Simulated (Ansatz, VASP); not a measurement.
**One calculation of BN, two programs**

```xyz
4
Lattice="2.5016 0.0000 0.0000 -1.2508 2.1665 0.0000 0.0000 0.0000 7.3693" Properties=species:S:1:pos:R:3 pbc="T T T"
B     1.2508    0.7222    5.5270
B     0.0000    1.4443    1.8423
N     0.0000    0.0000    5.5270
N     0.0000    0.0000    1.8423
```

Alike in both runs: task electric field gradients; functional LDA; k mesh 14 × 14 × 4; occupations fermi-dirac, width 0.02 eV; no spin polarisation.

|  | VASP | Ansatz |
| --- | --- | --- |
| version | VASP 6.6.1 | Ansatz 0.2.0 |
| potentials or method | VASP PAW LDA potentials, release 64 (B, N) | plane-wave PAW, scalar-relativistic |
| plane-wave cutoff (eV) | 520 | 420 |
| valence electrons in the cell | 16 | 16 |

VASP gave:

```
gap on the k mesh at the Fermi level (eV)                     : 3.70
pressure (GPa)                                                : -3.4
traceless stress, the component that is largest in VASP (GPa) : 2.73
size of Vzz on the site where it differs most (V/Å²)          : 34.8
```

Question: What did Ansatz give for the same quantities?

Answer: gap on the k mesh at the Fermi level (eV): 3.71; pressure (GPa): -3.8; traceless stress, the component that is largest in VASP (GPa): 3.28; size of Vzz on the site where it differs most (V/Å²): 28.2.

LDA's correlation is that of Perdew and Zunger in VASP and of Perdew and Wang (1992) in Ansatz.
